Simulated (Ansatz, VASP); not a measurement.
La2Hf2O in VASP and in Ansatz

```xyz
10
Lattice="1.7451 -3.0226 0.0000 -5.2353 -3.0226 0.0000 0.0000 0.0000 -11.3847" Properties=species:S:1:pos:R:3 pbc="T T T"
La   -3.4902   -4.0301   -9.8420
La    0.0000   -4.0301   -9.8420
La   -3.4902   -2.0151   -1.5426
La    0.0000   -2.0151   -1.5426
Hf   -3.4902   -4.0301   -4.5510
Hf    0.0000   -4.0301   -4.5510
Hf   -3.4902   -2.0151   -6.8336
Hf    0.0000   -2.0151   -6.8336
O    -5.2353   -3.0226  -11.3847
O    -1.7451   -3.0226  -11.3847
```

Alike in both runs: task single point; functional PBE; k mesh 6 × 4 × 2; occupations gaussian, width 0.2 eV; no spin polarisation.

|  | VASP | Ansatz |
| --- | --- | --- |
| version | VASP 6.6.1 | Ansatz 0.2.0 |
| potentials or method | VASP PAW PBE potentials, release 64 (La, Hf_pv, O), cutoff 520 eV | scalar-relativistic, plane waves, PAW |
| valence electrons in the cell | 96 | 160 |

```csv
,VASP,Ansatz,Ansatz less VASP
gap on the k mesh at the Fermi level (eV),none,none,-
pressure (GPa),-0.2,0.1,+0.22
"traceless stress, the component that is largest in VASP (GPa)",-0.09,-0.09,-0.003
rms of the force components (eV/Å),0.020,0.011,-0.0096
```

Atom by atom the forces differ by 0.012 eV/Å (rms over components). A gap of «none» marks a metal or a gap that the smearing closes. VASP's potentials hold 96 valence electrons a cell and Ansatz's 160, so a difference there can come from the potentials and not from the codes.

Neither program's run includes spin-orbit coupling.
